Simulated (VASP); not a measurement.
H4Os: single point with PBE

The system is H4Os.

```xyz
5
Lattice="1.9145 -2.5106 0.0000 1.9145 2.5106 0.0000 0.0000 0.0000 3.0436" Properties=species:S:1:pos:R:3 pbc="T T T"
H     1.9145   -0.7374    0.0000
H     1.9145    0.7374    0.0000
H     2.9287    0.0000    1.5218
H     0.9003    0.0000    1.5218
Os    0.0000    0.0000    0.0000
```

- Program: VASP 6.6.1
- Task: single point
- Functional: PBE
- Potentials or basis: VASP PAW PBE potentials, release 64 (H, Os)
- Cutoff: 520 eV
- k mesh: 6 × 6 × 6
- Occupations: gaussian, width 0.1 eV
- Spin: no spin polarisation
- Dipole correction: no
- Further INCAR settings: ALGO = Normal; EDIFF = 1e-06; NBANDS = 14

```yaml
Pressure: 0.7 GPa
Largest_force: 0.029 eV/Å
Band_gap_on_the_k_mesh: zero (band 6 reaches 5.31 eV, above the bottom of band 7 at 4.32 eV)
```

Forces on the atoms (eV/Å):
```
H    0.000  0.029  0.000
H    0.000 -0.029  0.000
H   -0.025  0.000  0.000
H    0.025  0.000  0.000
Os   0.000  0.000  0.000
```

Stress tensor (GPa, compression positive):
```
0.18 0.00 0.00
0.00 0.59 0.00
0.00 0.00 1.32
```

Levels at points of the mesh, in eV from the Fermi level:
```
           k point  band 2  band 3  band 4  band 5  band 6  band 7  band 8  band 9  band 10  band 11
(0.00, 0.00, 0.00)   -7.67   -3.96   -1.78   -0.91    0.09    0.19    0.96    7.86     7.89    11.15
(0.50, 0.00, 0.00)   -8.56   -6.83   -2.06   -1.96   -0.24    0.87    0.99    7.04     9.18    12.92
(0.50, 0.50, 0.00)   -7.10   -4.67   -2.22   -1.54   -1.33    0.34    1.23    6.57     9.02     9.81
(0.00, 0.00, 0.50)   -7.18   -5.44   -3.48   -1.49   -1.45    1.36    1.64    9.93    10.18    11.52
(0.50, 0.00, 0.50)   -6.64   -6.32   -4.28   -2.33   -1.66    0.51    2.98    5.98     8.87    11.04
(0.50, 0.50, 0.50)   -6.59   -4.46   -4.25   -3.12    0.46    0.50    4.84    5.91     6.29     7.66
```

It took 6.2 s on 1 thread of Intel(R) Xeon(R) 6975P-C (Granite Rapids), with other jobs on the host, peak memory 0.14 GiB.

Caveat: spin-orbit coupling is left out, which moves the levels of the heavy elements.
